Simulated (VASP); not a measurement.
Here is a VASP 6.6.1 calculation.

Contents of INCAR:

```
SYSTEM = Sr
ALGO = Normal
EDIFF = 1E-6
ENCUT = 520
GGA = RP
ISIF = 2
ISMEAR = -1
LASPH = .True.
LCHARG = .False.
LREAL = .False.
LWAVE = .False.
NBANDS = 11
NELM = 100
PREC = Accurate
SIGMA = 0.1
```

Contents of KPOINTS:

```
k-points
0
Gamma
  9 9 9
  0 0 0
```

The input POSCAR:

```
Sr
1.0
    4.1200837623      0.0000000000      0.0000000000
    0.0000000000      4.1200837623      0.0000000000
    0.0000000000      0.0000000000      4.1200837623
Sr
1
Direct
    0.0000000000      0.0000000000      0.0000000000
```

Potentials or basis: VASP PAW PBE potentials, release 64 (Sr_sv).

Run with:

```sh
$ cat potpaw_PBE.64/Sr_sv/POTCAR > POTCAR
$ mpirun -np 1 vasp_std > vasp.out
```

Problem. Predict the pressure.

Solution. -0.6 GPa.

Problem. Predict the band gap on the k mesh.

Solution. Zero (band 5 reaches 1.38 eV, above the bottom of band 6 at 0.65 eV).

Caveat: the PAW data sets were made with another functional, which shifts forces and pressure a little.
